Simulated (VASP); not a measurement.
Write the native input for VASP 6.6.1 that does the following.

```
Task                   : single point
Functional             : PBEsol
Potentials or basis    : VASP PAW PBE potentials, release 64 (Cu)
Cutoff                 : 600 eV
k mesh                 : 12 × 12 × 11
Occupations            : methfessel-paxton, width 0.1 eV
Spin                   : no spin polarisation
Dipole correction      : no
Further INCAR settings : ALGO = Normal; EDIFF = 1e-06; NBANDS = 18
```

The structure of Cu lies in POSCAR:

```
Cu
1.0
    1.2149615346     -3.9575774171      0.0000000000
    1.2149615346      3.9575774171      0.0000000000
    0.0000000000      0.0000000000      2.4689278969
Cu
2
Direct
    0.1338260082      0.8661739918      0.2500000000
    0.8661739918      0.1338260082      0.7500000000
```

One way to write it, as run:

INCAR

```
SYSTEM = Cu
PREC = Accurate
ENCUT = 600
EDIFF = 1E-6
ISMEAR = 1
SIGMA = 0.1
LREAL = .FALSE.
LASPH = .TRUE.
NELM = 120
ALGO = Normal
ISIF = 2
LWAVE = .FALSE.
LCHARG = .FALSE.
GGA = PS
NBANDS = 18
GGA_COMPAT = .FALSE.
```

KPOINTS

```
regular mesh
0
G
  12 12 11
  0 0 0
```

Potentials or basis: VASP PAW PBE potentials, release 64 (Cu).

The run is started by

```bash
$ cat potpaw_PBE.64/Cu/POTCAR > POTCAR
$ mpirun -np 1 vasp_std > vasp.out
```

It gave:

| Quantity | Value |
| --- | --- |
| Pressure | 0.8 GPa |
| Largest force | 0.004 eV/Å |
| Band gap on the k mesh | zero (bands 11 and 12 overlap by 5.10 eV) |

Caveat: the PAW data sets were made with another functional, which shifts forces and pressure a little.

Run time: 52 s on 1 thread of Intel(R) Xeon(R) 6975P-C (Granite Rapids) (shared host), peak memory 0.24 GiB.
